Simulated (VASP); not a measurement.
Here is a VASP 6.6.1 calculation.

INCAR

```
PREC = Accurate ; ENCUT = 500
EDIFF = 1E-6 ; ISMEAR = 0
SIGMA = 0.01 ; LREAL = F
LASPH = T ; NELM = 120
ALGO = Normal ; ISIF = 2
LWAVE = F ; LCHARG = F
GGA = PE ; NBANDS = 11
GGA_COMPAT = F
```

File KPOINTS:

```
regular mesh
0
Gamma
  10 10 10
```

File POSCAR:

```
BP
1.0
    0.0000000000      2.2740963968      2.2740963968
    2.2740963968      0.0000000000      2.2740963968
    2.2740963968      2.2740963968      0.0000000000
B P
1 1
Direct
    0.0000000000      0.0000000000      0.0000000000
    0.2500000000      0.2500000000      0.2500000000
```

Potentials or basis: VASP PAW PBE potentials, release 64 (B, P).

Command:

```sh
$ cat potpaw_PBE.64/B/POTCAR potpaw_PBE.64/P/POTCAR > POTCAR
$ mpirun -np 1 vasp_std > vasp.out
```

(1) Estimate the pressure.

(2) What does it give for the band gap on the k mesh?

Answers

(1) -0.2 GPa.

(2) 1.25 eV, indirect (least direct gap 3.39 eV).
